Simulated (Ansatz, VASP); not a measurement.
## Two plane-wave programs on Ga2SnO3

```
CELL_PARAMETERS angstrom
2.95036 0.00000 0.00000
0.00000 2.95036 0.00000
0.00000 0.00000 11.27980
ATOMIC_POSITIONS crystal
Ga 0.00000 0.00000 0.92284
Ga 0.50000 0.50000 0.66325
Sn 0.50000 0.50000 0.18796
O 0.00000 0.00000 0.62718
O 0.00000 0.00000 0.27163
O 0.50000 0.50000 0.82714
```

Change from the starting cell: species swapped into the Zr3TiCu2 type (P4mm, No. 99).

Alike in both runs: functional PBE; k mesh 12 × 12 × 4; occupations gaussian, width 0.1 eV; no spin polarisation.

Ansatz relaxed the structure, and its values are those at the end. VASP's run is a single point on that final structure, the one shown.

```csv
,VASP,Ansatz
version,VASP 6.6.1,Ansatz 0.2.0
potentials or method,"VASP PAW PBE potentials, release 64 (Ga_d, Sn_d, O), cutoff 520 eV","scalar-relativistic, plane waves, PAW"
valence electrons in the cell,58,58
```

|  | VASP | Ansatz | Ansatz less VASP |
| --- | --- | --- | --- |
| gap on the k mesh at the Fermi level (eV) | none | none | - |
| pressure (GPa) | 0.3 | 0.0 | -0.29 |
| rms of the force components (eV/Å) | 0.022 | 0.002 | -0.0201 |

A gap of «none» marks a metal or a gap that the smearing closes.
